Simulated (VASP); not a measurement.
Input of a VASP 6.6.1 run:

POSCAR

```
PtS2
1.0
    3.5477267336      0.0000000000      0.0000000000
   -1.7738633668      3.0724214770      0.0000000000
    0.0000000000      0.0000000000      5.9877559499
Pt S
1 2
Direct
    0.0000000000      0.0000000000      0.0000000000
    0.3333333333      0.6666666667      0.2064605571
    0.6666666667      0.3333333333      0.7935394429
```

Contents of INCAR.step1:

```
SYSTEM = PtS2
PREC = Accurate
ENCUT = 550
ISMEAR = 0
SIGMA = 0.05
LREAL = .False.
LASPH = .True.
NELM = 120
NBANDS = 18
GGA = PE
ALGO = Normal
EDIFF = 1E-5
LWAVE = .True.
LCHARG = .False.
GGA_COMPAT = .False.
```

File INCAR.step2:

```
SYSTEM = PtS2
PREC = Accurate
ENCUT = 550
EDIFF = 1E-6
ISMEAR = 0
SIGMA = 0.05
LREAL = .False.
LASPH = .True.
NELM = 120
ALGO = Normal
ISIF = 2
LWAVE = .False.
LCHARG = .False.
METAGGA = R2SCAN
LMIXTAU = .True.
NBANDS = 18
ISTART = 1
GGA_COMPAT = .False.
```

KPOINTS

```
regular mesh
0
Gamma
  8 8 4
  0 0 0
```

Potentials or basis: VASP PAW PBE potentials, release 64 (Pt, S).

Command:

```sh
$ cat potpaw_PBE.64/Pt/POTCAR potpaw_PBE.64/S/POTCAR > POTCAR
$ cp INCAR.step1 INCAR
$ mpirun -np 1 vasp_std > vasp.out
$ cp INCAR.step2 INCAR
$ mpirun -np 1 vasp_std > vasp.out
```

**Question.** What does it give for the band gap on the k mesh?

**Answer.** 1.55 eV (least direct gap 1.61 eV).

**Question.** What does it give for the pressure?

**Answer.** -0.5 GPa.

**Question.** What does it give for the largest force?

**Answer.** 0.007 eV/Å.

Forces on the atoms (eV/Å):
```
Pt   0.000  0.000  0.000
S    0.000  0.000 -0.007
S    0.000  0.000  0.007
```

Caveat: the PAW data sets were made with another functional, which shifts forces and pressure a little; spin-orbit coupling is left out, which moves the levels of the heavy elements. r2SCAN opens gaps a little over a GGA but as a rule still falls short of measured ones.
